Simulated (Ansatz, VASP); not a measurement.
SnS2 in VASP and in Ansatz

```
Sn S
1.0
     3.63162    0.00000    0.00000
    -1.81581    3.14508    0.00000
     0.00000    0.00000    5.70678
Sn S
1 2
Direct
  0.00000 0.00000 0.00000
  0.33333 0.66667 0.25717
  0.66667 0.33333 0.74283
```

Alike in both runs: functional LDA; k mesh 9 × 9 × 6; occupations gaussian, width 0.02 eV; no spin polarisation.

Ansatz relaxed the structure, and its values are those at the end. VASP's run is a single point on that final structure, the one shown.

|  | VASP | Ansatz |
| --- | --- | --- |
| version | VASP 6.6.1 | Ansatz 0.2.0 |
| potentials or method | VASP PAW LDA potentials, release 64 (Sn_d, S), cutoff 500 eV | scalar-relativistic, plane waves, PAW |
| valence electrons in the cell | 26 | 26 |

Ansatz gave:

| Property | Result |
| --- | --- |
| gap on the k mesh at the Fermi level (eV) | 1.04 |
| least direct gap on the mesh (eV) | 1.58 |
| pressure (GPa) | 0.0 |

Question: Which values does VASP return?

Answer: gap on the k mesh at the Fermi level (eV): 1.07; least direct gap on the mesh (eV): 1.63; pressure (GPa): 0.0.

LDA's correlation is that of Perdew and Zunger in VASP and of Perdew and Wang (1992) in Ansatz.
